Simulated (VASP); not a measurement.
# Ge (I4_1/amd) in VASP: a series of runs

The runs below take Ge through single point, with PBE.

Everything below comes from runs of VASP 6.6.1. Logs are shortened: lines on timing, memory, paths and dates and some standing lists are left out, and cuts for length are marked.

## (1) The cell of the first run

It takes space group I4_1/amd (No. 141, tetragonal). Conventional cell: a = 4.074 Å, b = 4.074 Å, c = 6.625 Å, α = 90.00°, β = 90.00°, γ = 90.00°. Ge (site symmetry -4m2) has 4 Ge at 2.63 Å within 3.5 Å.

## (2) Single point, PBE (strain +0.1500 x Voigt [0, 0, 1, 0, 0, 0])

File INCAR:

```
SYSTEM = Ge
ALGO = Normal ; EDIFF = 1E-6
ENCUT = 520 ; GGA = PE
ISIF = 2 ; ISMEAR = 0
LASPH = .TRUE. ; LCHARG = .FALSE.
LREAL = .FALSE. ; LWAVE = .FALSE.
NBANDS = 21 ; NELM = 80
PREC = Accurate ; SIGMA = 0.15
```

File KPOINTS:

```
k-points
0
G
  18 18 18
  0 0 0
```

File POSCAR:

```
Ge
1.0
    0.0000000000      2.8805347719      3.3126149877
    2.8805347719      0.0000000000      3.3126149877
    2.8805347719      2.8805347719      0.0000000000
Ge
2
Direct
    0.5000000000      0.5000000000      0.5000000000
    0.7500000000      0.7500000000      0.7500000000
```

Potentials or basis: VASP PAW PBE potentials, release 64 (Ge_d).

Launch:

```bash
cat potpaw_PBE.64/Ge_d/POTCAR > POTCAR
mpirun -np 1 vasp_std > vasp.out
```

OUTCAR:

```text
SYSTEM = Ge
   EDIFF = 1E-6
   ENCUT = 520
   GGA = PE
   ISIF = 2
   ISMEAR = 0
   LASPH = .TRUE.
   LREAL = .FALSE.
   NELM = 80
   PREC = Accurate

 ion  position               nearest neighbor table
   1  0.500  0.500  0.500-   2 2.63   2 2.63   2 2.63   2 2.63
   2  0.750  0.750  0.750-   1 2.63   1 2.63   1 2.63   1 2.63

  LATTYP: Found a body centered tetragonal cell.
 ALAT       =     4.0736913413
 C/A-ratio  =     1.6263455967

  Lattice vectors:

 A1 = (  -2.8805347719,   0.0000000000,   3.3126149877)
 A2 = (   2.8805347719,   0.0000000000,   3.3126149877)
 A3 = (   0.0000000000,   2.8805347719,  -3.3126149877)

Analysis of symmetry for initial positions (statically):
=====================================================================
 Subroutine PRICEL returns:
 Original cell was already a primitive cell.

 Routine SETGRP: Setting up the symmetry group for a
 body centered tetragonal supercell.

 Subroutine GETGRP returns: Found 16 space group operations
 (whereof  8 operations were pure point group operations)
 out of a pool of 16 trial point group operations.

The static configuration has the point symmetry D_2d.
 The point group associated with its full space group is D_4h.

Analysis of symmetry for dynamics (positions and initial velocities):
=====================================================================
 Subroutine PRICEL returns:
 Original cell was already a primitive cell.

 Routine SETGRP: Setting up the symmetry group for a
 body centered tetragonal supercell.

 Subroutine GETGRP returns: Found 16 space group operations
 (whereof  8 operations were pure point group operations)
 out of a pool of 16 trial point group operations.

The dynamic configuration has the point symmetry D_2d.
 The point group associated with its full space group is D_4h.

 Subroutine INISYM returns: Found 16 space group operations
 (whereof  8 operations are pure point group operations),
 and found     1 'primitive' translations

----------------------------------------------------------------------------------------

                                     Primitive cell

  volume of cell :      54.9727

  direct lattice vectors                    reciprocal lattice vectors
     0.000000000  2.880534772  3.312614988    -0.173578880  0.173578880  0.150938157
     2.880534772  0.000000000  3.312614988     0.173578880 -0.173578880  0.150938157
     2.880534772  2.880534772  0.000000000     0.173578880  0.173578880 -0.150938157

  length of vectors
     4.389863167  4.389863167  4.073691341     0.288169364  0.288169364  0.288169364

  position of ions in fractional coordinates (direct lattice)
     0.500000000  0.500000000  0.500000000
     0.750000000  0.750000000  0.750000000

  ion indices of the primitive-cell ions
   primitive index   ion index
                 1           1
                 2           2

----------------------------------------------------------------------------------------

 KPOINTS: k-points

Automatic generation of k-mesh.
 Grid dimensions read from file:
 generate k-points for:   18   18   18

 Generating k-lattice:

  Cartesian coordinates                     Fractional coordinates (reciprocal lattice)
    -0.009643271  0.009643271  0.008385453     0.055555556  0.000000000  0.000000000
     0.009643271 -0.009643271  0.008385453     0.000000000  0.055555556  0.000000000
     0.009643271  0.009643271 -0.008385453     0.000000000  0.000000000  0.055555556

  Length of vectors
     0.016009409  0.016009409  0.016009409

  Shift w.r.t. Gamma in fractional coordinates (k-lattice)
     0.000000000  0.000000000  0.000000000

 Subroutine IBZKPT returns following result:
 ===========================================

 Found    480 irreducible k-points:

 Following reciprocal coordinates:
            Coordinates               Weight
  0.000000  0.000000  0.000000      1.000000
  0.055556  0.000000  0.000000      8.000000
  0.111111  0.000000  0.000000      8.000000
  0.166667  0.000000  0.000000      8.000000
  0.222222  0.000000  0.000000      8.000000
  0.277778  0.000000  0.000000      8.000000
[... 16 lines left out ...]
 -0.277778  0.055556  0.000000      8.000000
 -0.222222  0.055556  0.000000      8.000000
 [... further k-points ...]
   k-points           NKPTS =    480   k-points in BZ     NKDIM =    480   number of bands    NBANDS=     21
   number of dos      NEDOS =    301   number of ions     NIONS =      2
   total plane-waves  NPLWV =  38880
   dimension x,y,z NGX =    36 NGY =   36 NGZ =   30
   dimension x,y,z NGXF=    72 NGYF=   72 NGZF=   60
   ions per type =               2
   NGX,Y,Z   is equivalent  to a cutoff of  13.63, 13.63, 12.24 a.u.
   NGXF,Y,Z  is equivalent  to a cutoff of  27.27, 27.27, 24.49 a.u.
 SYSTEM =  Ge
   PREC   = accura    normal or accurate (medium, high low for compatibility)
   ISTART =      0    job   : 0-new  1-cont  2-samecut
   ICHARG =      2    charge: 1-file 2-atom 10-const
   ISPIN  =      1    spin polarized calculation?
   LNONCOLLINEAR =      F non collinear calculations
   LSORBIT =      F    spin-orbit coupling
   LASPH  =      T    aspherical Exc in radial PAW
   ENCUT  =  520.0 eV  38.22 Ry    6.18 a.u.   8.16  8.16  7.57*2*pi/ulx,y,z
   NELM   =     80;   NELMIN=  2; NELMDL= -5     # of ELM steps
   EDIFF  = 0.1E-05   stopping-criterion for ELM
   LREAL  =      F    real-space projection
[... 7 lines left out ...]
   TEBEG  =    0.0;   TEEND  =   0.0 temperature during run
   PSTRESS=    0.0 pullay stress
   NELECT =      28.0000    total number of electrons
   NUPDOWN=      -1.0000    fix difference up-down
   EMIN   =  10.00;   EMAX   =-10.00  energy-range for DOS
   EFERMI =   0.00;   METHOD = LEGACY
   ISMEAR =     0;   SIGMA  =   0.15  broadening in eV -4-tet -1-fermi 0-gaus
   EFERMI_NEDOS =   21; number of points for ismear=-14 and -15
   IALGO  =     38    algorithm
   IMIX   =      4    mixing-type and parameters
     AMIX     =   0.40;   BMIX     =  1.00
     AMIX_MAG =   1.60;   BMIX_MAG =  1.00
  volume/ion in A,a.u.               =      27.49       185.49
  Fermi-wavevector in a.u.,A,eV,Ry     =   1.307410  2.470646 23.256720  1.709321
  Thomas-Fermi vector in A             =   2.438146
   LORBIT       =      0    0 simple, 1 ext, 2 COOP (PROOUT), +10 PAW based schemes
   GGA     = PE    functional components
   LHFCALC =     F    Hartree Fock is set to
   AEXX    =    0.0000 exact exchange contribution
   IVDW    =     0    specifies the selected vdW correction
   LEPSILON=     F    determine dielectric tensor
   LRPA    =     F    only Hartree local field effects (RPA)
 non-spin polarized calculation
 Gauss-broadening in eV      SIGMA  =   0.15
  energy-cutoff  :      520.00
  volume of cell :       54.97
 maximum number of plane-waves:      1502
 NGX is ok and might be reduce to    36
   NGX = 17   NGY = 17   NGZ = 15

 number of electron      28.0000006 magnetization

 Free energy of the ion-electron system (eV)
  ---------------------------------------------------
  ext. energy  EPLUGINS =         0.00000000
  ---------------------------------------------------
  free energy    TOTEN  =        -8.75311465 eV

  energy without entropy =       -8.74977259  energy(sigma->0) =       -8.75144362

 E-fermi :   3.2678     XC(G=0):  -9.0651

 val. band max:        3.2456127611   @ k =  -0.2222   0.0556   0.0000
 cond. band min:       3.2732498197   @ k =  -0.0556   0.0000   0.0556
 fundamental gap:      0.0276370586
 Fermi energy:         3.2677844857

 k-point     1 :       0.0000    0.0000    0.0000
  band No.  band energies     occupation
      1     -21.3463      2.00000
      2     -21.3462      2.00000
      3     -21.3378      2.00000
      4     -21.3246      2.00000
      5     -21.3162      2.00000
      6     -21.2284      2.00000
[... 13 lines left out ...]
     20      10.9049      0.00000
     21      12.0402      0.00000

 k-point     2 :       0.0556    0.0000    0.0000
  band No.  band energies     occupation
      1     -21.3476      2.00000
      2     -21.3461      2.00000
      3     -21.3389      2.00000
      4     -21.3232      2.00000
      5     -21.3144      2.00000
      6     -21.2286      2.00000
[... 13 lines left out ...]
     20      10.7742      0.00000
     21      12.3106      0.00000

 k-point     3 :       0.1111    0.0000    0.0000
  band No.  band energies     occupation
      1     -21.3506      2.00000
      2     -21.3457      2.00000
      3     -21.3412      2.00000
      4     -21.3198      2.00000
      5     -21.3100      2.00000
      6     -21.2292      2.00000
[... 13 lines left out ...]
     20      10.6196      0.00000
     21      12.6078      0.00000

 k-point     4 :       0.1667    0.0000    0.0000
  band No.  band energies     occupation
      1     -21.3542      2.00000
      2     -21.3457      2.00000
      3     -21.3428      2.00000
      4     -21.3158      2.00000
      5     -21.3045      2.00000
      6     -21.2299      2.00000
[... 13 lines left out ...]
     20      10.7958      0.00000
     21      12.1480      0.00000

 k-point     5 :       0.2222    0.0000    0.0000
  band No.  band energies     occupation
      1     -21.3576      2.00000
      2     -21.3469      2.00000
      3     -21.3426      2.00000
      4     -21.3121      2.00000
      5     -21.2988      2.00000
      6     -21.2306      2.00000
[... 13 lines left out ...]
     20      11.2958      0.00000
     21      11.8532      0.00000
[... 382 lines left out ...]
     20      12.0920      0.00000
     21      13.7007      0.00000

 k-point    22 :      -0.3333    0.0556    0.0000
  band No.  band energies     occupation
      1     -21.3644      2.00000
      2     -21.3497      2.00000
      3     -21.3365      2.00000
      4     -21.3033      2.00000
      5     -21.2896      2.00000
      6     -21.2390      2.00000
[... 13 lines left out ...]
     20      11.6471      0.00000
     21      13.3226      0.00000

 k-point    23 :      -0.2778    0.0556    0.0000
  band No.  band energies     occupation
      1     -21.3626      2.00000
      2     -21.3480      2.00000
      3     -21.3373      2.00000
      4     -21.3051      2.00000
      5     -21.2945      2.00000
      6     -21.2368      2.00000
[... 13 lines left out ...]
     20      11.4165      0.00000
     21      12.5525      0.00000

 k-point    24 :      -0.2222    0.0556    0.0000
  band No.  band energies     occupation
      1     -21.3601      2.00000
      2     -21.3459      2.00000
      3     -21.3387      2.00000
      4     -21.3079      2.00000
      5     -21.3000      2.00000
      6     -21.2335      2.00000
[... 13 lines left out ...]
     20      11.4154      0.00000
     21      11.9285      0.00000

 [... further k-points ...]

------------------------ aborting loop because EDIFF is reached ----------------------------------------

  FORCE on cell =-STRESS in cart. coord.  units (eV):
  Direction    XX          YY          ZZ          XY          YZ          ZX
  --------------------------------------------------------------------------------------
  -------------------------------------------------------------------------------------
  Total       -0.9708531     -0.9708531     -3.8846127      0.0000000      0.0000000      0.0000000
  in kB      -28.2954704    -28.2954704   -113.2168594      0.0000000      0.0000000      0.0000000
  external PRESSURE =     -56.6026000 kB  Pullay stress =       0.0000000 kB

 VOLUME and BASIS-vectors are now :
 -----------------------------------------------------------------------------
  energy-cutoff  :      520.00
  volume of cell :       54.97
      direct lattice vectors                 reciprocal lattice vectors
     0.000000000  2.880534772  3.312614988    -0.173578880  0.173578880  0.150938157
     2.880534772  0.000000000  3.312614988     0.173578880 -0.173578880  0.150938157
     2.880534772  2.880534772  0.000000000     0.173578880  0.173578880 -0.150938157

 POSITION                                       TOTAL-FORCE (eV/Angst)
 -----------------------------------------------------------------------------------
      2.88053      2.88053      3.31261        -0.000000     -0.000000      0.000000
      4.32080      4.32080      4.96892         0.000000      0.000000      0.000000
 -----------------------------------------------------------------------------------
    total drift:                                0.000000      0.000000      0.000000

  FREE ENERGIE OF THE ION-ELECTRON SYSTEM (eV)
  ---------------------------------------------------
  free  energy   TOTEN  =        -8.7531146487 eV

  energy  without entropy=       -8.7497725890  energy(sigma->0) =       -8.75144362
```

Run time: 15 min. Hardware: 1 thread of Oxide Virtual Turin-like, shared host; peak memory 0.49 GiB.

What came out:

```
Free energy            : -8.7531 eV
Pressure               : -5.7 GPa
Band gap on the k mesh : zero (band 14 reaches 3.66 eV, above the bottom of band 15 at 2.75 eV)
```

Levels at points of the mesh, in eV from the Fermi level:
| k point | band 12 | band 13 | band 14 | band 15 | band 16 | band 17 |
| --- | --- | --- | --- | --- | --- | --- |
| (0.00, 0.00, 0.00) | -1.76 | -0.68 | 0.39 | 0.39 | 2.33 | 2.33 |
| (0.50, 0.00, 0.00) | -6.85 | -1.63 | -0.52 | -0.52 | 3.59 | 3.91 |
| (0.50, 0.50, 0.00) | -8.54 | -1.84 | -1.84 | 1.61 | 1.61 | 7.74 |
| (0.50, 0.00, 0.50) | -8.04 | -2.64 | -2.64 | 0.66 | 0.66 | 7.42 |

Caveat: the cell differs from its parent crystal (strain +0.1500 x Voigt [0, 0, 1, 0, 0, 0]).

## (3) Single point, PBE (strain -0.0375 x Voigt [0, 0, 1, 0, 0, 0])

File INCAR:

```
PREC = Accurate
ENCUT = 520
EDIFF = 1E-6
ISMEAR = 0
SIGMA = 0.15
LREAL = F
LASPH = T
NELM = 80
ALGO = Normal
ISIF = 2
LWAVE = F
LCHARG = T
GGA = PE
LELF = T
LVHAR = T
NBANDS = 21
```

File KPOINTS:

```
regular mesh
0
Gamma
  18 18 18
```

File POSCAR:

```
Ge
1.0
    0.0000000000      2.8805347719      2.7725147180
    2.8805347719      0.0000000000      2.7725147180
    2.8805347719      2.8805347719      0.0000000000
Ge
2
Direct
    0.5000000000      0.5000000000      0.5000000000
    0.7500000000      0.7500000000      0.7500000000
```

Potentials or basis: VASP PAW PBE potentials, release 64 (Ge_d).

Launch:

```bash
cat potpaw_PBE.64/Ge_d/POTCAR > POTCAR
mpirun -np 1 vasp_std > vasp.out
```

Wall time 8.6 min (1 thread of Oxide Virtual Turin-like, shared host); peak memory 0.42 GiB.

The run converged. Its results:

```yaml
Free_energy: -9.0148 eV
Pressure: 2.4 GPa
Band_gap_on_the_k_mesh: 0.09 eV, indirect (least direct gap 0.28 eV)
```

Stress tensor (GPa, compression positive):
```
1.56 0.00 0.00
0.00 1.56 0.00
0.00 0.00 4.04
```

Levels at points of the mesh, in eV from the valence-band top:
| k point | band 12 | band 13 | band 14 | band 15 | band 16 | band 17 |
| --- | --- | --- | --- | --- | --- | --- |
| (0.00, 0.00, 0.00) | -0.14 | -0.11 | -0.11 | 0.17 | 2.41 | 2.60 |
| (0.50, 0.00, 0.00) | -7.54 | -1.56 | -1.23 | 0.09 | 3.61 | 3.87 |
| (0.50, 0.50, 0.00) | -8.72 | -3.20 | -3.20 | 0.56 | 0.56 | 9.39 |
| (0.50, 0.00, 0.50) | -8.90 | -2.94 | -2.94 | 0.86 | 0.86 | 9.27 |

Caveat: the cell differs from its parent crystal (strain -0.0375 x Voigt [0, 0, 1, 0, 0, 0]). A k mesh can miss the band edges.
